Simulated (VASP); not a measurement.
Write the native input for VASP 6.6.1 that does the following.

```
Task                   : single point
Functional             : LDA
Potentials or basis    : VASP PAW LDA potentials, release 64 (Li_sv, Bi_d)
Cutoff                 : 520 eV
k mesh                 : 7 × 7 × 7
Occupations            : gaussian, width 0.05 eV
Spin                   : no spin polarisation
Dipole correction      : no
Further INCAR settings : ALGO = Normal; EDIFF = 1e-06; NBANDS = 16
```

The structure of LiBi lies in POSCAR:

```
LiBi
1.0
    3.5251896997      0.0000000000      0.0000000000
    0.0000000000      3.5251896997      0.0000000000
    0.0000000000      0.0000000000      3.5251896997
Li Bi
1 1
Direct
    0.0000000000      0.0000000000      0.0000000000
    0.5000000000      0.5000000000      0.5000000000
```

These files were run (other wordings do the same):

INCAR

```
  PREC = Accurate
  ENCUT = 520
  EDIFF = 1E-6
  ISMEAR = 0
  SIGMA = 0.05
  LREAL = False
  LASPH = True
  NELM = 60
  ALGO = Normal
  ISIF = 2
  LWAVE = False
  LCHARG = False
  NBANDS = 16
```

KPOINTS

```
Automatic mesh
0
Gamma
  7 7 7
```

Potentials or basis: VASP PAW LDA potentials, release 64 (Li_sv, Bi_d).

Run with:

```console
$ cat potpaw_LDA.64/Li_sv/POTCAR potpaw_LDA.64/Bi_d/POTCAR > POTCAR
$ mpirun -np 1 vasp_std > vasp.out
```

It gave:

| Property | Result |
| --- | --- |
| Band gap on the k mesh | zero (bands 9 and 10 overlap by 4.65 eV) |

Caveat: spin-orbit coupling is left out, which moves the levels of the heavy elements.

Wall time 7.8 s on 1 thread of Intel(R) Xeon(R) Platinum 8259CL CPU @ 2.50GHz (Skylake/Cascade Lake), on a shared host, peak memory 0.14 GiB.
